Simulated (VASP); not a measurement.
Set up this calculation in VASP 6.6.1, as the native input.

* Task: relaxation of cell and atoms
* Functional: PBEsol
* Potentials or basis: VASP PAW PBE potentials, release 64 (Sc_sv, Al, N)
* Cutoff: 600 eV
* k mesh: 6 × 6 × 6
* Occupations: gaussian, width 0.02 eV
* Spin: no spin polarisation
* Dipole correction: no
* Further INCAR settings: ALGO = Normal; EDIFF = 1e-06; IBRION = 2; EDIFFG = -0.005; NSW = 100; ISIF = 3

The structure of ScAl3N4 lies in POSCAR:

```
ScAl3N4
1.0
    4.5005495747      0.0000000000      0.0000000000
    0.0000000000      4.5005495747      0.0000000000
    0.0000000000      0.0000000000      4.5005495747
Sc Al N
1 3 4
Direct
    0.0000000000      0.0000000000      0.0000000000
    0.5000000000      0.5000000000      0.0000000000
    0.5000000000      0.0000000000      0.5000000000
    0.0000000000      0.5000000000      0.5000000000
    0.7375001181      0.7375001181      0.2624998819
    0.7375001181      0.2624998819      0.7375001181
    0.2624998819      0.7375001181      0.7375001181
    0.2624998819      0.2624998819      0.2624998819
```

One way to write it, as run:

INCAR

```
PREC     = Accurate       # precision mode
ENCUT    = 600            # plane-wave cutoff, eV
EDIFF    = 1E-6           # SCF threshold, eV
ISMEAR   = 0              # smearing method
SIGMA    = 0.02           # smearing width, eV
LREAL    = F              # projectors in reciprocal space
LASPH    = T              # aspherical terms in the spheres
NELM     = 100            # most SCF steps
ALGO     = Normal         # electronic algorithm
ISIF     = 3              # what is computed and relaxed
LWAVE    = F              # write WAVECAR
LCHARG   = F              # write CHGCAR
GGA      = PS             # functional
IBRION   = 2              # ionic algorithm
NSW      = 100            # ionic steps
EDIFFG   = -0.005         # ionic threshold
```

KPOINTS

```
Automatic mesh
0
Gamma
  6 6 6
```

Potentials or basis: VASP PAW PBE potentials, release 64 (Sc_sv, Al, N).

The run is started by

```bash
$ cat potpaw_PBE.64/Sc_sv/POTCAR potpaw_PBE.64/Al/POTCAR potpaw_PBE.64/N/POTCAR > POTCAR
$ mpirun -np 1 vasp_std > vasp.out
```

Results of the run:

```yaml
Relaxed_volume: 11.38 Å³/atom
Relaxed_cell: a = 4.499 Å, b = 4.499 Å, c = 4.499 Å, α = 90.00°, β = 90.00°, γ = 90.00°
Space_group_after_relaxing_to_0.05_Å: P-43m (No. 215)
Energy_gained_by_relaxing: 0.0 meV/atom
Ionic_steps: 4
Pressure_after_relaxing: 0.0 GPa
Largest_force_after_relaxing: 0.005 eV/Å
Band_gap_on_the_k_mesh: 3.16 eV, indirect (least direct gap 3.62 eV)
```

Caveat: the PAW data sets were made with another functional, which shifts forces and pressure a little.

It took 74 s on 1 thread of AMD EPYC 9R45 96-Core Processor (Zen 5) (shared host), peak memory 0.21 GiB.
